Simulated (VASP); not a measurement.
# TiO (Pm-3m) in VASP: single point with PBEsol

Aim: the single point of TiO with PBEsol.

All numbers are computed with VASP 6.6.1; they aren't measurements. Logs are shortened: lines on timing, memory, paths and dates and some standing lists are left out, and cuts for length are marked.

**1. The cell of the first run**

The structure is cubic, space group Pm-3m (No. 221). Conventional cell: a = 4.034 Å, b = 4.034 Å, c = 4.034 Å, α = 90.00°, β = 90.00°, γ = 90.00°. Within 2.7 Å of Ti (site symmetry 4/mmm) lie 4 O at 2.02 Å. Within 2.7 Å of O (site symmetry 4/mmm) lie 4 Ti at 2.02 Å.

**2. Single point, PBEsol, collinear spin**

File INCAR:

```
SYSTEM = TiO
PREC = Accurate
ENCUT = 520
EDIFF = 1E-6
ISMEAR = 0
SIGMA = 0.1
LREAL = .False.
LASPH = .True.
NELM = 150
ALGO = Normal
ISIF = 2
LWAVE = .False.
LCHARG = .False.
ISPIN = 2
MAGMOM = 0.17 0.17 0.17 0 0 0
LORBIT = 11
LMAXMIX = 4
GGA = PS
NBANDS = 40
```

File KPOINTS:

```
Automatic mesh
0
Gamma
  10 10 10
  0 0 0
```

File POSCAR:

```
TiO
1.0
    4.0335084224      0.0000000000      0.0000000000
    0.0000000000      4.0335084224      0.0000000000
    0.0000000000      0.0000000000      4.0335084224
Ti O
3 3
Direct
    0.5000000000      0.5000000000      0.0000000000
    0.0000000000      0.5000000000      0.5000000000
    0.5000000000      0.0000000000      0.5000000000
    0.0000000000      0.5000000000      0.0000000000
    0.5000000000      0.0000000000      0.0000000000
    0.0000000000      0.0000000000      0.5000000000
```

Potentials or basis: VASP PAW PBE potentials, release 64 (Ti_sv, O).

Launch:

```bash
cat potpaw_PBE.64/Ti_sv/POTCAR potpaw_PBE.64/O/POTCAR > POTCAR
mpirun -np 1 vasp_std > vasp.out
```

OUTCAR:

```text
SYSTEM = TiO
   PREC = Accurate
   ENCUT = 520
   EDIFF = 1E-6
   ISMEAR = 0
   LREAL = .False.
   LASPH = .True.
   NELM = 150
   ISIF = 2
   ISPIN = 2
   LORBIT = 11
   GGA = PS

 ion  position               nearest neighbor table
   1  0.500  0.500  0.000-   4 2.02   5 2.02   5 2.02   4 2.02   2 2.85   3 2.85   3 2.85   2 2.85
                             3 2.85   2 2.85   3 2.85   2 2.85
   2  0.000  0.500  0.500-   4 2.02   6 2.02   4 2.02   6 2.02   1 2.85   1 2.85   3 2.85   3 2.85
                             1 2.85   3 2.85   1 2.85   3 2.85
   3  0.500  0.000  0.500-   5 2.02   6 2.02   5 2.02   6 2.02   1 2.85   1 2.85   1 2.85   2 2.85
                             1 2.85   2 2.85   2 2.85   2 2.85
   4  0.000  0.500  0.000-   1 2.02   2 2.02   2 2.02   1 2.02
   5  0.500  0.000  0.000-   1 2.02   3 2.02   3 2.02   1 2.02
   6  0.000  0.000  0.500-   2 2.02   3 2.02   2 2.02   3 2.02

  LATTYP: Found a simple cubic cell.
 ALAT       =     4.0335084224

  Lattice vectors:

 A1 = (   4.0335084224,   0.0000000000,   0.0000000000)
 A2 = (   0.0000000000,   4.0335084224,   0.0000000000)
 A3 = (   0.0000000000,   0.0000000000,   4.0335084224)

Analysis of symmetry for initial positions (statically):
=====================================================================
 Subroutine PRICEL returns:
 Original cell was already a primitive cell.

 Routine SETGRP: Setting up the symmetry group for a
 simple cubic supercell.

 Subroutine GETGRP returns: Found 48 space group operations
 (whereof 48 operations were pure point group operations)
 out of a pool of 48 trial point group operations.

The static configuration has the point symmetry O_h .

Analysis of symmetry for dynamics (positions and initial velocities):
=====================================================================
 Subroutine PRICEL returns:
 Original cell was already a primitive cell.

 Routine SETGRP: Setting up the symmetry group for a
 simple cubic supercell.

 Subroutine GETGRP returns: Found 48 space group operations
 (whereof 48 operations were pure point group operations)
 out of a pool of 48 trial point group operations.

The dynamic configuration has the point symmetry O_h .

Analysis of structural, dynamic, and magnetic symmetry:
=====================================================================
 Subroutine PRICEL returns:
 Original cell was already a primitive cell.

 Routine SETGRP: Setting up the symmetry group for a
 simple cubic supercell.

 Subroutine GETGRP returns: Found 48 space group operations
 (whereof 48 operations were pure point group operations)
 out of a pool of 48 trial point group operations.

The overall configuration has the point symmetry O_h .

 Subroutine INISYM returns: Found 48 space group operations
 (whereof 48 operations are pure point group operations),
[... 147 lines left out ...]
  ext. energy  EPLUGINS =         0.00000000
  ---------------------------------------------------
  free energy    TOTEN  =       -56.00706952 eV

  energy without entropy =      -55.98155594  energy(sigma->0) =      -55.99431273

 E-fermi :   8.3673     XC(G=0): -12.2562

 val. band max:        8.3612054145   @ k =   0.5000   0.5000   0.0000
 cond. band min:       8.3702421086   @ k =   0.4000   0.3000   0.2000
 fundamental gap:      0.0090366941
 Fermi energy:         8.3672638899

 spin component 1

 k-point     1 :       0.0000    0.0000    0.0000
  band No.  band energies     occupation
      1     -48.5638      1.00000
      2     -48.3967      1.00000
      3     -48.3967      1.00000
      4     -25.1943      1.00000
      5     -25.1943      1.00000
      6     -25.1943      1.00000
[... 997 lines left out ...]
     38      12.3133      0.00000
     39      12.9460      0.00000

 [... further k-points ...]

 spin component 2

 k-point     1 :       0.0000    0.0000    0.0000
  band No.  band energies     occupation
      1     -48.5632      1.00000
      2     -48.3960      1.00000
      3     -48.3960      1.00000
      4     -25.1937      1.00000
      5     -25.1937      1.00000
      6     -25.1937      1.00000
[... 997 lines left out ...]
     38      12.3138      0.00000
     39      12.9466      0.00000

 [... further k-points ...]

 [bands above 39 left out]

------------------------ aborting loop because EDIFF is reached ----------------------------------------

  FORCE on cell =-STRESS in cart. coord.  units (eV):
  Direction    XX          YY          ZZ          XY          YZ          ZX
  --------------------------------------------------------------------------------------
  -------------------------------------------------------------------------------------
  Total        0.2004489      0.2004489      0.2004489     -0.0000000      0.0000000     -0.0000000
  in kB        4.8940149      4.8940149      4.8940149     -0.0000000      0.0000000     -0.0000000
  external PRESSURE =       4.8940149 kB  Pullay stress =       0.0000000 kB

 VOLUME and BASIS-vectors are now :
 -----------------------------------------------------------------------------
  energy-cutoff  :      520.00
  volume of cell :       65.62
      direct lattice vectors                 reciprocal lattice vectors
     4.033508422  0.000000000  0.000000000     0.247923122  0.000000000  0.000000000
     0.000000000  4.033508422  0.000000000     0.000000000  0.247923122  0.000000000
     0.000000000  0.000000000  4.033508422     0.000000000  0.000000000  0.247923122

 POSITION                                       TOTAL-FORCE (eV/Angst)
 -----------------------------------------------------------------------------------
      2.01675      2.01675      0.00000         0.000000      0.000000      0.000000
      0.00000      2.01675      2.01675         0.000000      0.000000      0.000000
      2.01675      0.00000      2.01675         0.000000      0.000000      0.000000
      0.00000      2.01675      0.00000         0.000000      0.000000      0.000000
      2.01675      0.00000      0.00000         0.000000      0.000000      0.000000
      0.00000      0.00000      2.01675         0.000000      0.000000      0.000000
 -----------------------------------------------------------------------------------
    total drift:                                0.000000      0.000000     -0.000000

  FREE ENERGIE OF THE ION-ELECTRON SYSTEM (eV)
  ---------------------------------------------------
  free  energy   TOTEN  =       -56.0070695234 eV

  energy  without entropy=      -55.9815559363  energy(sigma->0) =      -55.99431273

 total charge

# of ion       s       p       d       tot
------------------------------------------
    1        2.201   6.211   1.967  10.379
    2        2.201   6.211   1.967  10.379
    3        2.201   6.211   1.967  10.379
    4        1.559   3.490   0.000   5.049
    5        1.559   3.490   0.000   5.049
    6        1.559   3.490   0.000   5.049
--------------------------------------------------
tot         11.278  29.103   5.902  46.284

 magnetization (x)

# of ion       s       p       d       tot
------------------------------------------
    1        0.000   0.000   0.001   0.001
    2        0.000   0.000   0.001   0.001
    3        0.000   0.000   0.001   0.001
    4       -0.000  -0.000   0.000  -0.000
    5       -0.000  -0.000   0.000  -0.000
    6       -0.000  -0.000   0.000  -0.000
--------------------------------------------------
tot          0.000   0.000   0.002   0.002
```

stdout:

```text
POSCAR found type information on POSCAR TiO
 POSCAR found :  2 types and       6 ions
 scaLAPACK will be used
 -----------------------------------------------------------------------------
|                                                                             |
|                                                                             |
|     You enforced a specific xc type in the INCAR file but a different       |
|     I HOPE YOU KNOW WHAT YOU ARE DOING!                                     |
|                                                                             |
 -----------------------------------------------------------------------------

 LDA part: xc-table for (Slater+PW92), standard interpolation
 POSCAR, INCAR and KPOINTS ok, starting setup
 FFT: planning ... GRIDC
 FFT: planning ... GRID_SOFT
 FFT: planning ... GRID
 WAVECAR not read
 entering main loop
```

Run time: 2.2 min. Hardware: 1 thread of Intel Xeon 6975P-C (Granite Rapids), shared host; peak memory 0.32 GiB.

Results:

```
Free energy                                           : -56.0071 eV
Pressure                                              : 0.5 GPa
Band gap on the k mesh                                : zero (filled and empty bands overlap)
Net moment                                            : 0.00 μB per cell
Valence electrons inside the program's atomic spheres : Ti 10.38; O 5.05
```

Caveat: the PAW data sets were made with another functional, which shifts forces and pressure a little; semilocal functionals often make such compounds metallic where correlation or magnetic order opens a gap, which also shifts bond lengths.
